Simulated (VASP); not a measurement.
# HoNb2As3 (P4mm) in VASP: further runs

HoNb2As3 is run at these levels: PBE; tasks: single point.

All numbers are computed with VASP 6.6.1; they aren't measurements. Logs are shortened: lines on timing, memory, paths and dates and some standing lists are left out, and cuts for length are marked.

**1. The cell of the first run**

The structure is tetragonal, space group P4mm (No. 99). The conventional cell has a = 3.938 Å, b = 3.938 Å, c = 9.338 Å, α = 90.00°, β = 90.00°, γ = 90.00°. Within 3.7 Å of Ho (site symmetry 4mm) lie 5 As at 2.78 to 2.88 Å. Nb (site symmetry 2mm) has 3 As at 2.63 to 2.69 Å and 4 Nb at 2.78 Å within 3.5 Å. As (site symmetry 4mm) has 4 Nb at 2.69 Å and 1 Ho at 2.78 Å within 3.5 Å. Within 3.5 Å of As (site symmetry 2mm) lie 1 Nb at 2.63 Å and 4 As at 2.78 Å and 2 Ho at 2.88 Å.

The cell was built from a structure type or drawn by symmetry, and may not be a known phase.

**2. Single point, PBE**

Input file INCAR:

```
SYSTEM = HoNb2As3
ALGO = Normal
EDIFF = 1E-6
ENCUT = 500
GGA = PE
GGA_COMPAT = .FALSE.
ISIF = 2
ISMEAR = 0
LASPH = .TRUE.
LCHARG = .TRUE.
LELF = .TRUE.
LMAXMIX = 6
LREAL = .FALSE.
LVHAR = .TRUE.
LWAVE = .FALSE.
NBANDS = 34
NELM = 200
PREC = Accurate
SIGMA = 0.1
```

Input file KPOINTS:

```
k-points
0
G
  10 10 4
  0 0 0
```

Input file POSCAR:

```
HoNb2As3
1.0
    3.9377467224      0.0000000000      0.0000000000
    0.0000000000      3.9377467224      0.0000000000
    0.0000000000      0.0000000000      9.3380965494
Ho Nb As
1 2 3
Direct
    0.0000000000      0.0000000000      0.1693414722
    0.5000000000      0.0000000000      0.6750564464
    0.0000000000      0.5000000000      0.6750564464
    0.0000000000      0.0000000000      0.8716145796
    0.5000000000      0.0000000000      0.3939267478
    0.0000000000      0.5000000000      0.3939267478
```

Potentials or basis: VASP PAW PBE potentials, release 64 (Ho_3, Nb_sv, As), 4f in core.

The run is started by

```bash
$ cat potpaw_PBE.64/Ho_3/POTCAR potpaw_PBE.64/Nb_sv/POTCAR potpaw_PBE.64/As/POTCAR > POTCAR
$ mpirun -np 1 vasp_std > vasp.out
```

OUTCAR:

```text
SYSTEM = HoNb2As3
   EDIFF = 1E-6
   ENCUT = 500
   GGA = PE
   ISIF = 2
   ISMEAR = 0
   LASPH = .TRUE.
   LREAL = .FALSE.
   NELM = 200
   PREC = Accurate

 ion  position               nearest neighbor table
   1  0.000  0.000  0.169-   4 2.78   5 2.88   6 2.88   6 2.88   5 2.88
   2  0.500  0.000  0.675-   5 2.63   4 2.69   4 2.69   3 2.78   3 2.78   3 2.78   3 2.78
   3  0.000  0.500  0.675-   6 2.63   4 2.69   4 2.69   2 2.78   2 2.78   2 2.78   2 2.78
   4  0.000  0.000  0.872-   2 2.69   3 2.69   3 2.69   2 2.69   1 2.78
   5  0.500  0.000  0.394-   2 2.63   6 2.78   6 2.78   6 2.78   6 2.78   1 2.88   1 2.88
   6  0.000  0.500  0.394-   3 2.63   5 2.78   5 2.78   5 2.78   5 2.78   1 2.88   1 2.88

  LATTYP: Found a simple tetragonal cell.
 ALAT       =     3.9377467224
 C/A-ratio  =     2.3714314830

  Lattice vectors:

 A1 = (   3.9377467224,   0.0000000000,   0.0000000000)
 A2 = (   0.0000000000,   3.9377467224,   0.0000000000)
 A3 = (   0.0000000000,   0.0000000000,   9.3380965494)

Analysis of symmetry for initial positions (statically):
=====================================================================
 Subroutine PRICEL returns:
 Original cell was already a primitive cell.

 Routine SETGRP: Setting up the symmetry group for a
 simple tetragonal supercell.

 Subroutine GETGRP returns: Found  8 space group operations
 (whereof  8 operations were pure point group operations)
 out of a pool of 16 trial point group operations.

The static configuration has the point symmetry C_4v.

Analysis of symmetry for dynamics (positions and initial velocities):
=====================================================================
 Subroutine PRICEL returns:
 Original cell was already a primitive cell.

 Routine SETGRP: Setting up the symmetry group for a
 simple tetragonal supercell.

 Subroutine GETGRP returns: Found  8 space group operations
 (whereof  8 operations were pure point group operations)
 out of a pool of 16 trial point group operations.

The dynamic configuration has the point symmetry C_4v.

 Subroutine INISYM returns: Found  8 space group operations
 (whereof  8 operations are pure point group operations),
 and found     1 'primitive' translations

----------------------------------------------------------------------------------------

                                     Primitive cell

  volume of cell :     144.7951

  direct lattice vectors                    reciprocal lattice vectors
     3.937746722  0.000000000  0.000000000     0.253952341  0.000000000  0.000000000
     0.000000000  3.937746722  0.000000000     0.000000000  0.253952341  0.000000000
     0.000000000  0.000000000  9.338096549     0.000000000  0.000000000  0.107088205

  length of vectors
     3.937746722  3.937746722  9.338096549     0.253952341  0.253952341  0.107088205

  position of ions in fractional coordinates (direct lattice)
     0.000000000  0.000000000  0.169341472
     0.500000000  0.000000000  0.675056446
     0.000000000  0.500000000  0.675056446
     0.000000000  0.000000000  0.871614580
     0.500000000  0.000000000  0.393926748
     0.000000000  0.500000000  0.393926748

  ion indices of the primitive-cell ions
   primitive index   ion index
                 1           1
                 2           2
                 3           3
                 4           4
                 5           5
                 6           6

----------------------------------------------------------------------------------------

 KPOINTS: k-points

Automatic generation of k-mesh.
 Grid dimensions read from file:
 generate k-points for:   10   10    4

 Generating k-lattice:

  Cartesian coordinates                     Fractional coordinates (reciprocal lattice)
     0.025395234  0.000000000  0.000000000     0.100000000  0.000000000  0.000000000
     0.000000000  0.025395234  0.000000000     0.000000000  0.100000000  0.000000000
     0.000000000  0.000000000  0.026772051     0.000000000  0.000000000  0.250000000

  Length of vectors
     0.025395234  0.025395234  0.026772051

  Shift w.r.t. Gamma in fractional coordinates (k-lattice)
     0.000000000  0.000000000  0.000000000

 Subroutine IBZKPT returns following result:
 ===========================================

 Found     63 irreducible k-points:

 Following reciprocal coordinates:
            Coordinates               Weight
  0.000000  0.000000  0.000000      1.000000
  0.100000  0.000000  0.000000      4.000000
  0.200000  0.000000  0.000000      4.000000
  0.300000  0.000000  0.000000      4.000000
  0.400000  0.000000  0.000000      4.000000
  0.500000  0.000000  0.000000      2.000000
[... 16 lines left out ...]
  0.100000  0.000000  0.250000      8.000000
  0.200000  0.000000  0.250000      8.000000
 [... further k-points ...]
   k-points           NKPTS =     63   k-points in BZ     NKDIM =     63   number of bands    NBANDS=     34
   number of dos      NEDOS =    301   number of ions     NIONS =      6
   total plane-waves  NPLWV =  63000
   dimension x,y,z NGX =    30 NGY =   30 NGZ =   70
   dimension x,y,z NGXF=    60 NGYF=   60 NGZF=  140
   ions per type =               1   2   3
   NGX,Y,Z   is equivalent  to a cutoff of  12.67, 12.67, 12.46 a.u.
   NGXF,Y,Z  is equivalent  to a cutoff of  25.33, 25.33, 24.92 a.u.
 SYSTEM =  HoNb2As3
   PREC   = accura    normal or accurate (medium, high low for compatibility)
   ISTART =      0    job   : 0-new  1-cont  2-samecut
   ICHARG =      2    charge: 1-file 2-atom 10-const
   ISPIN  =      1    spin polarized calculation?
   LNONCOLLINEAR =      F non collinear calculations
   LSORBIT =      F    spin-orbit coupling
   LASPH  =      T    aspherical Exc in radial PAW
   ENCUT  =  500.0 eV  36.75 Ry    6.06 a.u.   7.18  7.18 17.03*2*pi/ulx,y,z
   NELM   =    200;   NELMIN=  2; NELMDL= -5     # of ELM steps
   EDIFF  = 0.1E-05   stopping-criterion for ELM
   LREAL  =      F    real-space projection
   EDIFFG = 0.1E-04   stopping-criterion for IOM
   NSW    =      0    number of steps for IOM
   IBRION =     -1    ionic relax: 0-MD 1-quasi-New 2-CG
   NFREE  =      0    steps in history (QN), initial steepest desc. (CG)
   ISIF   =      2    stress and relaxation
   ISYM   =      2    0-nonsym 1-usesym 2-fastsym
   POTIM  = 0.5000    time-step for ionic-motion
   TEBEG  =    0.0;   TEEND  =   0.0 temperature during run
   PSTRESS=    0.0 pullay stress
   NELECT =      50.0000    total number of electrons
   NUPDOWN=      -1.0000    fix difference up-down
   EMIN   =  10.00;   EMAX   =-10.00  energy-range for DOS
   EFERMI =   0.00;   METHOD = LEGACY
   ISMEAR =     0;   SIGMA  =   0.10  broadening in eV -4-tet -1-fermi 0-gaus
   EFERMI_NEDOS =   21; number of points for ismear=-14 and -15
   IALGO  =     38    algorithm
   IMIX   =      4    mixing-type and parameters
     AMIX     =   0.40;   BMIX     =  1.00
     AMIX_MAG =   1.60;   BMIX_MAG =  1.00
  volume/ion in A,a.u.               =      24.13       162.85
  Fermi-wavevector in a.u.,A,eV,Ry     =   1.148542  2.170430 17.948106  1.319149
  Thomas-Fermi vector in A             =   2.285216
   LORBIT       =      0    0 simple, 1 ext, 2 COOP (PROOUT), +10 PAW based schemes
   GGA     = PE    functional components
   LHFCALC =     F    Hartree Fock is set to
   AEXX    =    0.0000 exact exchange contribution
   IVDW    =     0    specifies the selected vdW correction
   LEPSILON=     F    determine dielectric tensor
   LRPA    =     F    only Hartree local field effects (RPA)
 non-spin polarized calculation
 Gauss-broadening in eV      SIGMA  =   0.10
  energy-cutoff  :      500.00
  volume of cell :      144.80
 maximum number of plane-waves:      3720
 NGX is ok and might be reduce to    30
   NGX = 15   NGY = 15   NGZ = 35

 number of electron      50.0000003 magnetization

 Free energy of the ion-electron system (eV)
  ---------------------------------------------------
  ext. energy  EPLUGINS =         0.00000000
  ---------------------------------------------------
  free energy    TOTEN  =       -39.54691572 eV

  energy without entropy =      -39.52238750  energy(sigma->0) =      -39.53465161

 E-fermi :   5.4418     XC(G=0): -10.0077

 val. band max:        5.4333909371   @ k =   0.4000   0.2000   0.5000
 cond. band min:       5.4435310583   @ k =   0.5000   0.1000   0.5000
 fundamental gap:      0.0101401212
 Fermi energy:         5.4417748901

 k-point     1 :       0.0000    0.0000    0.0000
  band No.  band energies     occupation
      1     -49.3920      2.00000
      2     -49.1130      2.00000
      3     -25.8156      2.00000
      4     -25.8156      2.00000
      5     -25.5559      2.00000
      6     -25.2683      2.00000
[... 26 lines left out ...]
     33       9.0815      0.00000
     34       9.0831      0.00000

 k-point     2 :       0.1000    0.0000    0.0000
  band No.  band energies     occupation
      1     -49.3852      2.00000
      2     -49.1198      2.00000
      3     -25.7961      2.00000
      4     -25.7930      2.00000
      5     -25.5486      2.00000
      6     -25.2750      2.00000
[... 26 lines left out ...]
     33       8.9147      0.00000
     34       9.2414      0.00000

 k-point     3 :       0.2000    0.0000    0.0000
  band No.  band energies     occupation
      1     -49.3653      2.00000
      2     -49.1396      2.00000
      3     -25.7383      2.00000
      4     -25.7268      2.00000
      5     -25.5273      2.00000
      6     -25.2946      2.00000
[... 26 lines left out ...]
     33       8.9238      0.00000
     34       9.1371      0.00000
[... 704 lines left out ...]
 k-point    23 :       0.1000    0.0000    0.2500
  band No.  band energies     occupation
      1     -49.3851      2.00000
      2     -49.1198      2.00000
      3     -25.7961      2.00000
      4     -25.7930      2.00000
      5     -25.5486      2.00000
      6     -25.2750      2.00000
[... 26 lines left out ...]
     33       8.8706      0.00000
     34       9.0979      0.00000

 k-point    24 :       0.2000    0.0000    0.2500
  band No.  band energies     occupation
      1     -49.3653      2.00000
      2     -49.1396      2.00000
      3     -25.7383      2.00000
      4     -25.7268      2.00000
      5     -25.5273      2.00000
      6     -25.2946      2.00000
[... 26 lines left out ...]
     33       8.9567      0.00000
     34       9.0775      0.00000

 [... further k-points ...]

------------------------ aborting loop because EDIFF is reached ----------------------------------------

  FORCE on cell =-STRESS in cart. coord.  units (eV):
  Direction    XX          YY          ZZ          XY          YZ          ZX
  --------------------------------------------------------------------------------------
  -------------------------------------------------------------------------------------
  Total        0.0248050      0.0248050      0.1747271      0.0000000      0.0000000      0.0000000
  in kB        0.2744704      0.2744704      1.9333787      0.0000000      0.0000000      0.0000000
  external PRESSURE =       0.8274399 kB  Pullay stress =       0.0000000 kB

 VOLUME and BASIS-vectors are now :
 -----------------------------------------------------------------------------
  energy-cutoff  :      500.00
  volume of cell :      144.80
      direct lattice vectors                 reciprocal lattice vectors
     3.937746722  0.000000000  0.000000000     0.253952341  0.000000000  0.000000000
     0.000000000  3.937746722  0.000000000     0.000000000  0.253952341  0.000000000
     0.000000000  0.000000000  9.338096549     0.000000000  0.000000000  0.107088205

 POSITION                                       TOTAL-FORCE (eV/Angst)
 -----------------------------------------------------------------------------------
      0.00000      0.00000      1.58133         0.000000     -0.000000     -0.026239
      1.96887      0.00000      6.30374         0.000000     -0.000000     -0.007810
      0.00000      1.96887      6.30374         0.000000      0.000000     -0.007810
      0.00000      0.00000      8.13922        -0.000000     -0.000000     -0.010954
      1.96887      0.00000      3.67853         0.000000     -0.000000      0.026406
      0.00000      1.96887      3.67853         0.000000     -0.000000      0.026406
 -----------------------------------------------------------------------------------
    total drift:                                0.000000      0.000000      0.000444

  FREE ENERGIE OF THE ION-ELECTRON SYSTEM (eV)
  ---------------------------------------------------
  free  energy   TOTEN  =       -39.5469157192 eV

  energy  without entropy=      -39.5223874978  energy(sigma->0) =      -39.53465161
```

Run time: 2.7 min. Hardware: 1 thread of Intel Xeon 6975P-C (Granite Rapids), shared host; peak memory 0.44 GiB.

What came out:

| Item | Value |
| --- | --- |
| Free energy | -39.5469 eV |
| Pressure | 0.1 GPa |
| Largest force | 0.026 eV/Å |
| Band gap on the k mesh | zero (bands 25 and 26 overlap by 0.32 eV) |

Forces in eV/Å, atoms in the order of the input:
```
Ho   0.000  0.000 -0.026
Nb   0.000  0.000 -0.008
Nb   0.000  0.000 -0.008
As   0.000  0.000 -0.011
As   0.000  0.000  0.026
As   0.000  0.000  0.026
```

Caveat: spin-orbit coupling is left out, which moves the levels of the heavy elements; the 4f electrons are frozen in the core, so they carry no moment and show no levels. Spin polarisation is off, so any magnetic state and its effect on volume and gap are missing.

**3. Single point, PBE**

Input file INCAR:

```
ALGO = Normal
EDIFF = 1E-6
ENCUT = 500
GGA = PE
GGA_COMPAT = F
ISIF = 2
ISMEAR = 0
LASPH = T
LCHARG = F
LMAXMIX = 6
LREAL = F
LWAVE = F
NBANDS = 34
NELM = 200
PREC = Accurate
SIGMA = 0.1
```

Input file KPOINTS:

```
k-points
0
Gamma
  10 10 4
```

POSCAR is that of step 2.

Potentials or basis: VASP PAW PBE potentials, release 64 (Ho_3, Nb_sv, As), 4f in core.

The run is started by

```bash
$ cat potpaw_PBE.64/Ho_3/POTCAR potpaw_PBE.64/Nb_sv/POTCAR potpaw_PBE.64/As/POTCAR > POTCAR
$ mpirun -np 1 vasp_std > vasp.out
```

Run time: 2.5 min. Hardware: 1 thread of Intel Xeon 6975P-C (Granite Rapids), shared host; peak memory 0.44 GiB.

The run converged. Its results:

```yaml
Free_energy: -39.5469 eV
Pressure: 0.1 GPa
Largest_force: 0.026 eV/Å
Band_gap_on_the_k_mesh: zero (bands 25 and 26 overlap by 0.32 eV)
```

Forces in eV/Å, atoms in the order of the input:
```
Ho   0.000  0.000 -0.026
Nb   0.000  0.000 -0.008
Nb   0.000  0.000 -0.008
As   0.000  0.000 -0.011
As   0.000  0.000  0.026
As   0.000  0.000  0.026
```

Stress tensor (GPa, compression positive):
```
0.03 0.00 0.00
0.00 0.03 0.00
0.00 0.00 0.19
```

Levels at points of the mesh, in eV from the Fermi level:
```
           k point  band 21  band 22  band 23  band 24  band 25  band 26  band 27  band 28  band 29  band 30
(0.00, 0.00, 0.00)    -1.96    -1.96    -1.52    -0.84    -0.59     1.16     1.16     1.58     2.71     2.71
(0.50, 0.00, 0.00)    -1.40    -1.38    -1.31    -0.34    -0.28     0.34     0.62     1.03     1.06     1.42
(0.50, 0.50, 0.00)    -2.14    -1.87    -1.28    -1.28    -0.29     0.34     1.68     1.68     1.79     2.20
(0.00, 0.00, 0.50)    -2.10    -2.10    -1.57    -1.07    -0.27     1.72     1.72     1.95     2.49     2.49
(0.50, 0.00, 0.50)    -1.39    -1.38    -1.21    -0.43    -0.19     0.34     0.56     0.70     1.01     1.07
(0.50, 0.50, 0.50)    -2.33    -1.77    -1.37    -1.37    -0.02     0.25     1.68     1.68     2.23     2.53
```

Caveat: spin-orbit coupling is left out, which moves the levels of the heavy elements; the 4f electrons are frozen in the core, so they carry no moment and show no levels. Spin polarisation is off, so any magnetic state and its effect on volume and gap are missing.

(Part 1 of 2 ends here.)
